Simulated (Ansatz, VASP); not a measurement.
**Two plane-wave programs on AlNi**

The input INCAR:

```
SYSTEM = AlNi
  ALGO = Fast
  EDIFF = 1E-7
  ENCUT = 520
  GGA = PS
  ISIF = 2
  ISMEAR = 0
  LASPH = .TRUE.
  LCHARG = .FALSE.
  LREAL = .FALSE.
  LWAVE = .FALSE.
  NBANDS = 14
  NELM = 80
  PREC = Accurate
  SIGMA = 0.15
```

The input KPOINTS:

```
k-points
0
G
  16 16 16
  0 0 0
```

The input POSCAR:

```
AlNi
1.0
    2.7902777901      0.0000000000      0.0000000000
    0.0000000000      2.7902777901      0.0000000000
    0.0000000000      0.0000000000      2.7902777901
Al Ni
1 1
Direct
    0.0000000000      0.0000000000     -0.0199173717
    0.5000000000      0.5000000000      0.5091560777
```

Input for Ansatz:

```yaml
crystal:
  lattice:
    - [2.7902777901, 0.0, 0.0]
    - [0.0, 2.7902777901, 0.0]
    - [0.0, 0.0, 2.7902777901]
  atoms:
    - { symbol: Al, position: [0.0, 0.0, -0.0199173717] }
    - { symbol: Ni, position: [0.5, 0.5, 0.5091560777] }
basis:
  ecutwfc: 520.0
kpoints:
  mp_grid: { grid: [16, 16, 16] }
hamiltonian:
  xc: pbesol
  pseudopotentials: { kind: paw, azcp: { folder: soft_1 } }
scf:
  occupations: { method: gaussian, width: 0.15 }
output:
  forces: true
  stress: true
  eigenvalues: true
```

Change from the starting cell: mode 6 frozen in at -0.057 Å, equal normal strain along x, y and z -0.0250.

Alike in both runs: task single point; functional PBEsol; k mesh 16 × 16 × 16; occupations gaussian, width 0.15 eV; no spin polarisation.

|  | VASP | Ansatz |
| --- | --- | --- |
| version | VASP 6.6.1 | Ansatz 0.2.0 |
| potentials or method | VASP PAW PBE potentials, release 64 (Al, Ni), cutoff 520 eV | scalar-relativistic, plane waves, PAW |
| valence electrons in the cell | 13 | 21 |

VASP gave:

```
gap on the k mesh at the Fermi level (eV)                     : none
pressure (GPa)                                                : 16.3
traceless stress, the component that is largest in VASP (GPa) : -0.38
rms of the force components (eV/Å)                            : 0.389
```

Which values does Ansatz return?

gap on the k mesh at the Fermi level (eV): none; pressure (GPa): 16.1; traceless stress, the component that is largest in VASP (GPa): -0.37; rms of the force components (eV/Å): 0.386.

VASP's potentials were made for PBE, not for PBEsol, and Ansatz warns of the same on its side. Atom by atom the forces differ by 0.003 eV/Å (rms over components). A gap of «none» marks a metal or a gap that the smearing closes. With one functional, cell and mesh, what is left measures potentials, basis and numerics. VASP's potentials hold 13 valence electrons a cell and Ansatz's 21, so a difference there can come from the potentials and not from the codes.
